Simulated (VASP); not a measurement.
# LiCl (R-3m) in VASP: a series of runs

The runs below take LiCl through single point, with PBE.

Program: VASP 6.6.1. These are calculated values, not measurements. Logs are shortened: lines on timing, memory, paths and dates and some standing lists are left out, and cuts for length are marked.

**1. The cell of the first run**

Symmetry: R-3m, No. 166, trigonal system. The conventional cell has a = 2.879 Å, b = 2.879 Å, c = 14.103 Å, α = 90.00°, β = 90.00°, γ = 120.00°. Within 3.8 Å of Li (site symmetry -3m) lie 6 Cl at 2.88 Å and 6 Li at 2.88 Å. Within 3.8 Å of Cl (site symmetry -3m) lie 6 Li at 2.88 Å and 6 Cl at 2.88 Å.

**2. Single point, PBE**

INCAR reads:

```
SYSTEM = LiCl
PREC = Accurate
ENCUT = 520
EDIFF = 1E-6
ISMEAR = 0
SIGMA = 0.05
LREAL = .False.
LASPH = .True.
NELM = 60
ALGO = Normal
ISIF = 2
LWAVE = .False.
LCHARG = .False.
GGA = PE
NBANDS = 12
```

KPOINTS reads:

```
Automatic mesh
0
Gamma
  8 8 8
  0 0 0
```

POSCAR reads:

```
LiCl
1.0
    1.3571009073      3.3927522684      3.3927522684
    3.3927522684      1.3571009073      3.3927522684
    3.3927522684      3.3927522684      1.3571009073
Li Cl
1 1
Direct
    0.0000000000      0.0000000000      0.0000000000
    0.5000000000      0.5000000000      0.5000000000
```

Potentials or basis: VASP PAW PBE potentials, release 64 (Li_sv, Cl).

The run is started by

```sh
$ cat potpaw_PBE.64/Li_sv/POTCAR potpaw_PBE.64/Cl/POTCAR > POTCAR
$ mpirun -np 1 vasp_std > vasp.out
```

OUTCAR:

```text
SYSTEM = LiCl
   PREC = Accurate
   ENCUT = 520
   EDIFF = 1E-6
   ISMEAR = 0
   LREAL = .False.
   LASPH = .True.
   NELM = 60
   ISIF = 2
   GGA = PE

 ion  position               nearest neighbor table
   1  0.000  0.000  0.000-
   2  0.500  0.500  0.500-

  LATTYP: Found a trigonal (rhomboedric) cell.
 ALAT       =     4.9863071287
 COS(alpha) =     0.8333333333

  Lattice vectors:

 A1 = (   1.3571009073,   3.3927522684,   3.3927522684)
 A2 = (   3.3927522684,   1.3571009073,   3.3927522684)
 A3 = (   3.3927522684,   3.3927522684,   1.3571009073)

Analysis of symmetry for initial positions (statically):
=====================================================================
 Subroutine PRICEL returns:
 Original cell was already a primitive cell.

 Routine SETGRP: Setting up the symmetry group for a
 trigonal (rhombohedral) supercell.

 Subroutine GETGRP returns: Found 12 space group operations
 (whereof 12 operations were pure point group operations)
 out of a pool of 12 trial point group operations.

The static configuration has the point symmetry D_3d.

Analysis of symmetry for dynamics (positions and initial velocities):
=====================================================================
 Subroutine PRICEL returns:
 Original cell was already a primitive cell.

 Routine SETGRP: Setting up the symmetry group for a
 trigonal (rhombohedral) supercell.

 Subroutine GETGRP returns: Found 12 space group operations
 (whereof 12 operations were pure point group operations)
 out of a pool of 12 trial point group operations.

The dynamic configuration has the point symmetry D_3d.

 Subroutine INISYM returns: Found 12 space group operations
 (whereof 12 operations are pure point group operations),
 and found     1 'primitive' translations

----------------------------------------------------------------------------------------

                                     Primitive cell

  volume of cell :      33.7420

  direct lattice vectors                    reciprocal lattice vectors
     1.357100907  3.392752268  3.392752268    -0.286558565  0.204684689  0.204684689
     3.392752268  1.357100907  3.392752268     0.204684689 -0.286558565  0.204684689
     3.392752268  3.392752268  1.357100907     0.204684689  0.204684689 -0.286558565

  length of vectors
     4.986307129  4.986307129  4.986307129     0.407317389  0.407317389  0.407317389

  position of ions in fractional coordinates (direct lattice)
     0.000000000  0.000000000  0.000000000
     0.500000000  0.500000000  0.500000000

  ion indices of the primitive-cell ions
   primitive index   ion index
                 1           1
                 2           2

----------------------------------------------------------------------------------------

 KPOINTS: Automatic mesh

Automatic generation of k-mesh.
 Grid dimensions read from file:
 generate k-points for:    8    8    8

 Generating k-lattice:

  Cartesian coordinates                     Fractional coordinates (reciprocal lattice)
    -0.035819821  0.025585586  0.025585586     0.125000000 -0.000000000 -0.000000000
     0.025585586 -0.035819821  0.025585586    -0.000000000  0.125000000 -0.000000000
     0.025585586  0.025585586 -0.035819821    -0.000000000 -0.000000000  0.125000000

  Length of vectors
     0.050914674  0.050914674  0.050914674

  Shift w.r.t. Gamma in fractional coordinates (k-lattice)
     0.000000000  0.000000000  0.000000000

 Subroutine IBZKPT returns following result:
 ===========================================

 Found     65 irreducible k-points:

 Following reciprocal coordinates:
            Coordinates               Weight
  0.000000  0.000000  0.000000      1.000000
  0.125000  0.000000  0.000000      6.000000
  0.250000  0.000000  0.000000      6.000000
  0.375000 -0.000000 -0.000000      6.000000
  0.500000  0.000000  0.000000      3.000000
  0.125000  0.125000  0.000000      6.000000
[... 16 lines left out ...]
  0.250000  0.125000  0.125000      6.000000
  0.375000  0.125000  0.125000      6.000000
 [... further k-points ...]
   k-points           NKPTS =     65   k-points in BZ     NKDIM =     65   number of bands    NBANDS=     12
   number of dos      NEDOS =    301   number of ions     NIONS =      2
   total plane-waves  NPLWV =  64000
   dimension x,y,z NGX =    40 NGY =   40 NGZ =   40
   dimension x,y,z NGXF=    80 NGYF=   80 NGZF=   80
   ions per type =               1   1
   NGX,Y,Z   is equivalent  to a cutoff of  13.34, 13.34, 13.34 a.u.
   NGXF,Y,Z  is equivalent  to a cutoff of  26.67, 26.67, 26.67 a.u.
 SYSTEM =  LiCl
   PREC   = accura    normal or accurate (medium, high low for compatibility)
   ISTART =      0    job   : 0-new  1-cont  2-samecut
   ICHARG =      2    charge: 1-file 2-atom 10-const
   ISPIN  =      1    spin polarized calculation?
   LNONCOLLINEAR =      F non collinear calculations
   LSORBIT =      F    spin-orbit coupling
   LASPH  =      T    aspherical Exc in radial PAW
   ENCUT  =  520.0 eV  38.22 Ry    6.18 a.u.   9.27  9.27  9.27*2*pi/ulx,y,z
   NELM   =     60;   NELMIN=  2; NELMDL= -5     # of ELM steps
   EDIFF  = 0.1E-05   stopping-criterion for ELM
   LREAL  =      F    real-space projection
   EDIFFG = 0.1E-04   stopping-criterion for IOM
   NSW    =      0    number of steps for IOM
   IBRION =     -1    ionic relax: 0-MD 1-quasi-New 2-CG
   NFREE  =      0    steps in history (QN), initial steepest desc. (CG)
   ISIF   =      2    stress and relaxation
   ISYM   =      2    0-nonsym 1-usesym 2-fastsym
   POTIM  = 0.5000    time-step for ionic-motion
   TEBEG  =    0.0;   TEEND  =   0.0 temperature during run
   PSTRESS=    0.0 pullay stress
   NELECT =      10.0000    total number of electrons
   NUPDOWN=      -1.0000    fix difference up-down
   EMIN   =  10.00;   EMAX   =-10.00  energy-range for DOS
   EFERMI =   0.00;   METHOD = LEGACY
   ISMEAR =     0;   SIGMA  =   0.05  broadening in eV -4-tet -1-fermi 0-gaus
   EFERMI_NEDOS =   21; number of points for ismear=-14 and -15
   IALGO  =     38    algorithm
   IMIX   =      4    mixing-type and parameters
     AMIX     =   0.40;   BMIX     =  1.00
     AMIX_MAG =   1.60;   BMIX_MAG =  1.00
  volume/ion in A,a.u.               =      16.87       113.85
  Fermi-wavevector in a.u.,A,eV,Ry     =   1.091486  2.062609 16.209183  1.191341
  Thomas-Fermi vector in A             =   2.227732
   LORBIT       =      0    0 simple, 1 ext, 2 COOP (PROOUT), +10 PAW based schemes
   GGA     = PE    functional components
   LHFCALC =     F    Hartree Fock is set to
   AEXX    =    0.0000 exact exchange contribution
   IVDW    =     0    specifies the selected vdW correction
   LEPSILON=     F    determine dielectric tensor
   LRPA    =     F    only Hartree local field effects (RPA)
 non-spin polarized calculation
 Gauss-broadening in eV      SIGMA  =   0.05
  energy-cutoff  :      520.00
  volume of cell :       33.74
 maximum number of plane-waves:       930
 NGX is ok and might be reduce to    40

 number of electron      10.0000001 magnetization

 Free energy of the ion-electron system (eV)
  ---------------------------------------------------
  ext. energy  EPLUGINS =         0.00000000
  ---------------------------------------------------
  free energy    TOTEN  =        -4.68677433 eV

  energy without entropy =       -4.68348818  energy(sigma->0) =       -4.68513125

 E-fermi :   4.0326     XC(G=0):  -8.8651

 val. band max:        4.0283313288   @ k =   0.5000   0.5000   0.3750
 cond. band min:       4.0329795264   @ k =   0.1250   0.1250   0.0000
 fundamental gap:      0.0046481976
 Fermi energy:         4.0325955956

 k-point     1 :       0.0000    0.0000    0.0000
  band No.  band energies     occupation
      1     -44.0040      2.00000
      2     -12.5774      2.00000
      3      -1.5683      2.00000
      4       2.9926      2.00000
      5       4.2915      0.00000
      6       4.2915      0.00000
      7      12.1797      0.00000
      8      14.2293      0.00000
      9      17.3730      0.00000
     10      17.3730      0.00000
     11      18.3995      0.00000
     12      18.3995      0.00000

 k-point     2 :       0.1250    0.0000    0.0000
  band No.  band energies     occupation
      1     -44.0006      2.00000
      2     -12.3519      2.00000
      3      -1.3399      2.00000
      4       2.8558      2.00000
      5       3.5385      2.00000
      6       4.0391      0.85495
      7      11.7815      0.00000
      8      15.0190      0.00000
      9      15.8489      0.00000
     10      16.7963      0.00000
     11      17.1568      0.00000
     12      18.2469      0.00000

 k-point     3 :       0.2500    0.0000    0.0000
  band No.  band energies     occupation
      1     -43.9926      2.00000
      2     -11.7359      2.00000
      3      -0.7088      2.00000
      4       0.8048      2.00000
      5       3.4991      2.00000
      6       3.9893      1.77899
      7      10.4431      0.00000
      8      13.3543      0.00000
      9      14.6945      0.00000
     10      15.1116      0.00000
     11      18.1566      0.00000
     12      18.9170      0.00000
[... 286 lines left out ...]
 k-point    23 :       0.2500    0.1250    0.1250
  band No.  band energies     occupation
      1     -44.0006      2.00000
      2     -12.3468      2.00000
      3      -1.5472      2.00000
      4       3.0138      2.00000
      5       3.9203      1.99851
      6       4.0420      0.78990
      7      11.2298      0.00000
      8      15.0715      0.00000
      9      15.7459      0.00000
     10      16.5787      0.00000
     11      17.7840      0.00000
     12      18.2581      0.00000

 k-point    24 :       0.3750    0.1250    0.1250
  band No.  band energies     occupation
      1     -43.9926      2.00000
      2     -11.7293      2.00000
      3      -0.9570      2.00000
      4       0.8126      2.00000
      5       3.5013      2.00000
      6       4.6090      0.00000
      7      10.3770      0.00000
      8      13.3793      0.00000
      9      14.6103      0.00000
     10      15.0334      0.00000
     11      16.6287      0.00000
     12      18.9990      0.00000

 [... further k-points ...]

------------------------ aborting loop because EDIFF is reached ----------------------------------------

  FORCE on cell =-STRESS in cart. coord.  units (eV):
  Direction    XX          YY          ZZ          XY          YZ          ZX
  --------------------------------------------------------------------------------------
  -------------------------------------------------------------------------------------
  Total        1.8535686      1.8535686      1.8535686     -3.5301471     -3.5301471     -3.5301471
  in kB       88.0134540     88.0134540     88.0134540   -167.6228408   -167.6228408   -167.6228408
  external PRESSURE =      88.0134540 kB  Pullay stress =       0.0000000 kB

 VOLUME and BASIS-vectors are now :
 -----------------------------------------------------------------------------
  energy-cutoff  :      520.00
  volume of cell :       33.74
      direct lattice vectors                 reciprocal lattice vectors
     1.357100907  3.392752268  3.392752268    -0.286558565  0.204684689  0.204684689
     3.392752268  1.357100907  3.392752268     0.204684689 -0.286558565  0.204684689
     3.392752268  3.392752268  1.357100907     0.204684689  0.204684689 -0.286558565

 POSITION                                       TOTAL-FORCE (eV/Angst)
 -----------------------------------------------------------------------------------
      0.00000      0.00000      0.00000        -0.000000     -0.000000      0.000000
      4.07130      4.07130      4.07130         0.000000      0.000000     -0.000000
 -----------------------------------------------------------------------------------
    total drift:                                0.000000     -0.000000      0.000000

  FREE ENERGIE OF THE ION-ELECTRON SYSTEM (eV)
  ---------------------------------------------------
  free  energy   TOTEN  =        -4.6867743292 eV

  energy  without entropy=       -4.6834881751  energy(sigma->0) =       -4.68513125
```

Wall time 59 s (1 thread of Intel Xeon Platinum 8259CL at 2.50GHz (Skylake/Cascade Lake), shared host); peak memory 0.22 GiB.

Results:

```yaml
Free_energy: -4.6868 eV
Band_gap_on_the_k_mesh: zero (band 5 reaches 4.29 eV, above the bottom of band 6 at 3.74 eV)
```

Levels at points of the mesh, in eV from the Fermi level:
```csv
k point,band 3,band 4,band 5,band 6,band 7,band 8
"(0.00, 0.00, 0.00)",-5.60,-1.04,0.26,0.26,8.15,10.20
"(0.50, 0.00, 0.00)",-6.07,-3.46,-1.18,0.82,5.02,6.57
"(0.50, 0.50, 0.00)",-6.11,-4.00,-1.22,3.02,3.52,7.92
"(0.50, 0.50, 0.50)",-6.34,0.26,0.26,2.34,4.02,10.21
```

Caveat: the cutoff is under 1.25 times the usual one of these potentials, so pressure, stress and relaxed cells hold a basis-set (Pulay) error.

**3. Single point, PBE**

This run uses another cell than the first one, of the same volume but with other edges.

INCAR reads:

```
  PREC = Accurate
  ENCUT = 520
  EDIFF = 1E-6
  ISMEAR = 0
  SIGMA = 0.05
  LREAL = F
  LASPH = T
  NELM = 80
  ALGO = Normal
  ISIF = 2
  LWAVE = F
  LCHARG = T
  GGA = PE
  LELF = T
  LVHAR = T
  NBANDS = 12
```

KPOINTS reads:

```
Automatic mesh
0
Gamma
  8 8 8
```

POSCAR reads:

```
LiCl
1.0
   -0.5558198096      2.3191102398      2.3191102398
    2.3191102398     -0.5558198096      2.3191102398
    2.3191102398      2.3191102398     -0.5558198096
Li Cl
1 1
Direct
    0.0000000000      0.0000000000      0.0000000000
    0.5000000000      0.5000000000      0.5000000000
```

Potentials or basis: VASP PAW PBE potentials, release 64 (Li_sv, Cl).

The run is started by

```sh
$ cat potpaw_PBE.64/Li_sv/POTCAR potpaw_PBE.64/Cl/POTCAR > POTCAR
$ mpirun -np 1 vasp_std > vasp.out
```

It took 21 s on 1 thread of Intel Xeon Platinum 8259CL at 2.50GHz (Skylake/Cascade Lake), shared host; peak memory 0.16 GiB.

Results (log left out):

* Free energy: -7.0927 eV
* Band gap on the k mesh: 4.87 eV, indirect (least direct gap 5.17 eV)

Levels at points of the mesh, in eV from the valence-band top:
```
           k point  band 1  band 2  band 3  band 4  band 5  band 6  band 7  band 8  band 9  band 10
(0.00, 0.00, 0.00)  -44.64  -14.16   -1.01   -1.01    0.00    5.17    9.57    9.57   13.17    13.83
(0.50, 0.00, 0.00)  -44.63  -13.64   -3.76   -0.75   -0.18    6.15    8.71   10.80   11.81    13.19
(0.50, 0.50, 0.00)  -44.63  -13.19   -3.58   -2.72   -0.55    6.10    9.07   10.26   11.99    14.50
(0.50, 0.50, 0.50)  -44.63  -12.93   -3.09   -1.86   -1.86    4.87    6.68    6.68   13.58    15.77
```

Caveat: the cutoff is under 1.25 times the usual one of these potentials, so pressure, stress and relaxed cells hold a basis-set (Pulay) error. A k mesh can miss the band edges.
